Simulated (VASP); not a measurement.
**GeSe (base): single point with PBE+D3(BJ)**

The system is GeSe (base).

```xyz
8
Lattice="10.9605 0.0000 0.0000 0.0000 3.8776 0.0000 0.0000 0.0000 4.4277" Properties=species:S:1:pos:R:3 pbc="T T T"
Ge    1.3510    2.9082    3.9227
Ge    6.8312    2.9082    2.7188
Ge    4.1292    0.9694    1.7088
Ge    9.6095    0.9694    0.5050
Se    9.3678    2.9082    2.2234
Se    3.8876    2.9082   -0.0096
Se    7.0729    0.9694    4.4373
Se    1.5926    0.9694    2.2042
```

* Program: VASP 6.6.1
* Task: single point
* Functional: PBE
* Dispersion: D3(BJ)
* Potentials or basis: VASP PAW PBE potentials, release 64 (Ge_d, Se)
* Cutoff: 500 eV
* k mesh: 4 × 8 × 6
* Occupations: gaussian, width 0.02 eV
* Spin: no spin polarisation
* Dipole correction: no
* Further INCAR settings: ALGO = Normal; EDIFF = 1e-06; NBANDS = 50

```
Pressure                   : 0.0 GPa
Largest force              : 0.021 eV/Å
Band gap on the k mesh     : 0.72 eV, indirect (least direct gap 0.93 eV)
Dispersion energy per atom : -0.358 eV
```

Forces on the atoms (eV/Å):
```
Ge  -0.014  0.000  0.015
Ge  -0.014  0.000 -0.015
Ge   0.014  0.000  0.015
Ge   0.014  0.000 -0.015
Se   0.008  0.000  0.012
Se   0.008  0.000 -0.012
Se  -0.008  0.000  0.012
Se  -0.008  0.000 -0.012
```

Levels at points of the mesh, in eV from the valence-band top:
```csv
k point,band 38,band 39,band 40,band 41,band 42,band 43
"(0.00, 0.00, 0.00)",-1.08,-0.84,-0.21,0.72,2.64,2.67
"(0.50, 0.00, 0.00)",-1.69,-0.45,-0.45,2.35,2.35,2.41
"(0.00, 0.50, 0.00)",-1.39,-1.17,-1.17,1.10,1.10,1.21
"(0.50, 0.50, 0.00)",-1.51,-1.51,-1.51,1.48,1.48,1.48
"(0.00, 0.00, 0.50)",-0.96,-0.39,-0.39,1.22,1.22,1.93
"(0.50, 0.00, 0.50)",-0.58,-0.53,-0.53,1.27,1.27,1.93
"(0.00, 0.50, 0.50)",-2.18,-1.49,-1.49,2.83,2.83,3.25
"(0.50, 0.50, 0.50)",-1.48,-1.48,-1.48,2.57,2.57,2.57
```

It took 3.8 min on 1 thread of Intel(R) Xeon(R) 6975P-C (Granite Rapids), with other jobs on the host, peak memory 0.53 GiB.

A k mesh can miss the band edges.
